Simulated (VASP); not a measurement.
## Cu: single point with PBE0

Cu:

```
Cu
1.0
     0.00592    1.80863    1.80926
     1.82650   -0.01802    1.83270
     1.80337    1.80882    0.00555
Cu
1
Cartesian
  0.0000 0.0000 0.0000
```

| Item | Value |
| --- | --- |
| Program | VASP 6.6.1 |
| Task | single point |
| Functional | PBE0 |
| Potentials or basis | VASP PAW PBE potentials, release 64 (Cu) |
| Cutoff | 520 eV |
| k mesh | 7 × 6 × 7 |
| Occupations | fermi-dirac, width 0.05 eV |
| Spin | no spin polarisation |
| Dipole correction | no |
| Grid for exact exchange (PRECFOCK) | Normal |
| Further INCAR settings | ALGO = Normal; EDIFF = 1e-06; NBANDS = 12 |
| Share of exact exchange | 0.25 |

* Pressure: -0.2 GPa
* Band gap on the k mesh: zero (an odd number of electrons rules out a gap without spin polarisation)

Stress tensor (GPa, compression positive):
```
-0.49 -0.32 -0.31
-0.32  0.62 -0.30
-0.31 -0.30 -0.88
```

Levels at points of the mesh, in eV from the Fermi level:
```
           k point  band 2  band 3  band 4  band 5  band 6  band 7  band 8  band 9
(0.00, 0.00, 0.00)   -4.55   -4.48   -4.44   -3.69   -3.67   24.32   26.78   27.51
(0.00, 0.50, 0.00)   -4.56   -4.52   -3.00   -2.95   -1.15    4.82   23.05   24.53
```

Wall time 48 min on 1 thread of Intel(R) Xeon(R) Platinum 8488C (Sapphire Rapids), on a shared host, peak memory 0.15 GiB.

Caveat: the k points lie up to 0.49 Å⁻¹ apart, too coarse for converged energies and pressures of a metal; the PAW data sets were made with another functional, which shifts forces and pressure a little.
